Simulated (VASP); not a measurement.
Runs of VASP 6.6.1 on SnO. The structure is that of space group P4/nmm (No. 129), or close to it. The cells are those of the table. 

```csv
cell,gap on the mesh (eV),pressure (GPa),largest force (eV/Å)
"a = 3.877, b = 3.877, c = 4.317 Å, 4 atoms",-,(b),0.30
"a = 3.652, b = 3.652, c = 4.863 Å, 4 atoms",none,(a),0.44
"a = 3.710, b = 3.710, c = 4.714 Å, 4 atoms",none,0.7,0.13
"a = 3.822, b = 3.822, c = 4.441 Å, 4 atoms",none,-0.3,0.21
"a = 3.980, b = 3.980, c = 4.095 Å, 4 atoms",0.40,-2.1,0.36
```

Alike in all rows: task single point; level PBEsol+D3(BJ); potentials or basis VASP PAW PBE potentials, release 64 (Sn_d, O); no spin polarisation; k mesh 14 × 14 × 12; cutoff (eV) 600; smearing gaussian 0.15 eV.

Estimate the missing entries.

(a) 1.2; (b) -0.9.

Caveats: the PAW data sets were made with another functional, which shifts forces and pressure a little; spin-orbit coupling is left out, which moves the levels of the heavy elements; semilocal functionals underestimate gaps, so a narrow gap can read as zero (at least some runs).

A k mesh can miss the band edges, and the runs leave out spin-orbit coupling on Sn.

A gap of «none» marks levels without a gap at the run's occupations.
